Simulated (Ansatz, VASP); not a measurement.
Two plane-wave programs on Sb

```
Sb
1.0
     4.08888    0.00000    0.00000
    -2.04444    3.54107    0.00000
     0.00000    0.00000   26.87000
Sb
2
Direct
  0.33333 0.66667 0.28708
  0.66667 0.33333 0.34821
```

Alike in both runs: task single point; functional PBE; dispersion D4; k mesh 12 × 12 × 1; occupations gaussian, width 0.04 eV; no spin polarisation.

|  | VASP | Ansatz |
| --- | --- | --- |
| version | VASP 6.6.1 | Ansatz 0.2.0 |
| potentials or method | VASP PAW PBE potentials, release 64 (Sb), cutoff 400 eV | scalar-relativistic, plane waves, PAW |
| valence electrons in the cell | 10 | 30 |

```tsv
	VASP	Ansatz	Ansatz less VASP
gap on the k mesh at the Fermi level (eV)	1.24	1.24	-0.007
least direct gap on the mesh (eV)	1.61	1.64	+0.030
rms of the force components (eV/Å)	0.042	0.004	-0.0386
```

Atom by atom the forces differ by 0.046 eV/Å (rms over components). VASP's potentials hold 10 valence electrons a cell and Ansatz's 30, so a difference there can come from the potentials and not from the codes. Ansatz's warnings: xc potential rough in thin density.

Neither program's run includes spin-orbit coupling.
